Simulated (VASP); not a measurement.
# Si2Mo: single point with PBEsol+U

Si2Mo:

```xyz
3
Lattice="-1.6000 1.6000 3.9305 1.6000 -1.6000 3.9305 1.6000 1.6000 -3.9305" Properties=species:S:1:pos:R:3 pbc="T T T"
Mo    0.0000    0.0000    0.0000
Si    0.0000    0.0000    5.2433
Si    0.0000    0.0000    2.6177
```

```json
{"Program": "VASP 6.6.1", "Task": "single point", "Functional": "PBEsol", "Potentials or basis": "VASP PAW PBE potentials, release 64 (Mo_sv, Si)", "Cutoff": "520 eV", "k mesh": "12 × 12 × 12", "Occupations": "fermi-dirac, width 0.05 eV", "Spin": "no spin polarisation", "Hubbard terms": "Mo d U = 6.0 eV", "Dipole correction": "no", "Further INCAR settings": "ALGO = Normal; EDIFF = 1e-06; NBANDS = 18"}
```

* Pressure: 1.5 GPa
* Largest force: 0.545 eV/Å
* Band gap on the k mesh: zero (bands 11 and 12 overlap by 0.77 eV)

Forces in eV/Å, atoms in the order of the input:
```
Mo   0.000  0.000  0.000
Si   0.000  0.000 -0.545
Si   0.000  0.000  0.545
```

Stress tensor (GPa, compression positive):
```
1.95 0.00 0.00
0.00 1.95 0.00
0.00 0.00 0.53
```

Levels at points of the mesh, in eV from the Fermi level:
```csv
k point,band 8,band 9,band 10,band 11,band 12,band 13,band 14,band 15
"(0.00, 0.00, 0.00)",-2.69,-2.69,-2.24,0.16,3.07,3.08,3.62,3.62
"(0.50, 0.00, 0.00)",-4.48,-2.67,-2.25,-0.61,3.04,3.09,4.19,4.25
"(0.50, 0.50, 0.00)",-5.24,-4.39,-3.13,-1.19,3.01,3.19,3.19,3.43
"(0.50, 0.50, 0.50)",-1.89,-0.67,-0.67,-0.51,-0.51,0.29,4.63,5.28
```

Eigenvalues of the final occupation matrices:
```tsv
site	spin	trace	eigenvalues
site 1 d	1	2.08	0.26 0.34 0.48 0.48 0.51
site 1 d	2	2.08	0.26 0.34 0.48 0.48 0.51
```

Run time: 76 s on 1 thread of Intel(R) Xeon(R) 6975P-C (Granite Rapids), with other jobs on the host, peak memory 0.27 GiB.

Caveat: the PAW data sets were made with another functional, which shifts forces and pressure a little; U without spin polarisation on a metal has little footing; the U is typed as a test and isn't derived for this compound.
